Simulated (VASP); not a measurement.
## CdI2: single point with PBEsol

The system is CdI2.

```
CELL_PARAMETERS angstrom
4.24400 0.00000 0.00000
-2.12200 3.67541 0.00000
0.00000 0.00000 6.72182
ATOMIC_POSITIONS crystal
Cd 0.00000 0.00000 0.00000
I 0.33333 0.66667 0.24920
I 0.66667 0.33333 0.75080
```

This cell differs from its parent crystal: zz strain of -2 %.

* Program: VASP 6.6.1
* Task: single point
* Functional: PBEsol
* Potentials or basis: VASP PAW PBE potentials, release 64 (Cd, I)
* Cutoff: 500 eV
* k mesh: 8 × 8 × 5
* Occupations: fermi-dirac, width 0.03 eV
* Spin: no spin polarisation

* Pressure: 0.4 GPa
* Largest force: 0.087 eV/Å
* Band gap on the k mesh: 2.36 eV, indirect (least direct gap 2.44 eV)

Forces on the atoms (eV/Å):
```
Cd   0.000  0.000  0.000
I    0.000  0.000  0.087
I    0.000  0.000 -0.087
```

Stress tensor (GPa, compression positive):
```
0.21 0.00 0.00
0.00 0.21 0.00
0.00 0.00 0.83
```

Levels at points of the mesh, in eV from the valence-band top:
```tsv
k point	band 9	band 10	band 11	band 12	band 13	band 14	band 15	band 16	band 17	band 18
(0.00, 0.00, 0.00)	-0.36	-0.36	-0.20	-0.20	-0.04	2.41	4.25	6.20	6.20	8.37
(0.50, 0.00, 0.00)	-2.85	-2.07	-1.65	-0.73	-0.11	2.65	4.90	5.80	6.43	7.78
```

It took 36 s on 1 thread of AMD EPYC 9R45 96-Core Processor (Zen 5), with other jobs on the host, peak memory 0.22 GiB.

Caveat: the cell differs from its parent crystal (zz strain of -2 %); the PAW data sets were made with another functional, which shifts forces and pressure a little; spin-orbit coupling is left out, which moves the levels of the heavy elements; this functional lacks dispersion, which binds the layers, so the pressure and a relaxed spacing across them are unreliable. A k mesh can miss the band edges.
